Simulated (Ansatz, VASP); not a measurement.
Two plane-wave programs on TlBr

```xyz
2
Lattice="3.9949 0.0000 0.0000 0.0000 3.9949 0.0000 0.0000 0.0000 3.9949" Properties=species:S:1:pos:R:3 pbc="T T T"
Tl    0.0000    0.0000    0.0000
Br    1.9975    1.9975    1.9975
```

Alike in both runs: task single point; functional r2SCAN; k mesh 6 × 6 × 6; no spin polarisation.

```csv
,VASP,Ansatz
version,VASP 6.6.1,Ansatz 0.2.0
potentials or method,"VASP PAW PBE potentials, release 64 (Tl_d, Br)","plane waves, PAW"
plane-wave cutoff (eV),550,500
occupations,"gaussian, width 0.01 eV",fixed
valence electrons in the cell,20,20
```

|  | VASP | Ansatz | Ansatz less VASP |
| --- | --- | --- | --- |
| gap on the k mesh at the Fermi level (eV) | 2.33 | 2.33 | -0.006 |
| pressure (GPa) | 0.0 | 0.0 | +0.03 |

VASP's potentials were made for PBE, not for r2SCAN.

Spin-orbit coupling is off throughout.
